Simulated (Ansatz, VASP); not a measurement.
## Al: VASP beside Ansatz

```
CELL_PARAMETERS angstrom
0.00000 2.01946 2.01946
2.01946 0.00000 2.01946
2.01946 2.01946 0.00000
ATOMIC_POSITIONS crystal
Al 0.08179 0.98983 0.91483
```

Alike in both runs: task single point; functional PBE; k mesh 10 × 10 × 10; occupations gaussian, width 0.1 eV; no spin polarisation.

```csv
,VASP,Ansatz
version,VASP 6.6.1,Ansatz 0.2.0
potentials or method,"VASP PAW PBE potentials, release 64 (Al), cutoff 500 eV","scalar-relativistic, plane waves, PAW"
valence electrons in the cell,3,3
```

|  | VASP | Ansatz | Ansatz less VASP |
| --- | --- | --- | --- |
| gap on the k mesh at the Fermi level (eV) | none | none | - |
| pressure (GPa) | -0.1 | 0.0 | +0.04 |

A gap of «none» marks a metal or a gap that the smearing closes.
